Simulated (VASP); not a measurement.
## KBr: single point with PBE

KBr:

```
K Br
1.0
     0.00000    3.33017    3.33017
     3.33017    0.00000    3.33017
     3.33017    3.33017    0.00000
K Br
1 1
Direct
  0.00000 0.00000 0.00000
  0.50000 0.50000 0.50000
```

```json
{
  "Program": "VASP 6.6.1",
  "Task": "single point",
  "Functional": "PBE",
  "Potentials or basis": "VASP PAW PBE potentials, release 64 (K_sv, Br)",
  "Cutoff": "520 eV",
  "k mesh": "10 × 10 × 10",
  "Occupations": "gaussian, width 0.05 eV",
  "Spin": "no spin polarisation",
  "Dipole correction": "no",
  "Further INCAR settings": "ALGO = Normal; EDIFF = 1e-06; NBANDS = 15"
}
```

* Pressure: 0.3 GPa
* Band gap on the k mesh: 4.36 eV

Levels at points of the mesh, in eV from the valence-band top:
| k point | band 5 | band 6 | band 7 | band 8 | band 9 | band 10 | band 11 | band 12 |
| --- | --- | --- | --- | --- | --- | --- | --- | --- |
| (0.00, 0.00, 0.00) | -11.32 | 0.00 | 0.00 | 0.00 | 4.36 | 7.60 | 7.60 | 7.60 |
| (0.50, 0.00, 0.00) | -11.08 | -1.13 | -0.31 | -0.31 | 6.53 | 8.13 | 9.69 | 9.69 |
| (0.50, 0.50, 0.00) | -11.35 | -0.78 | -0.28 | -0.28 | 5.89 | 7.10 | 9.32 | 9.36 |

Wall time 64 s on 1 thread of Intel Xeon 8259CL, on a shared host, peak memory 0.24 GiB.

A k mesh can miss the band edges. As with any semilocal functional, this PBE gap is likely too small.
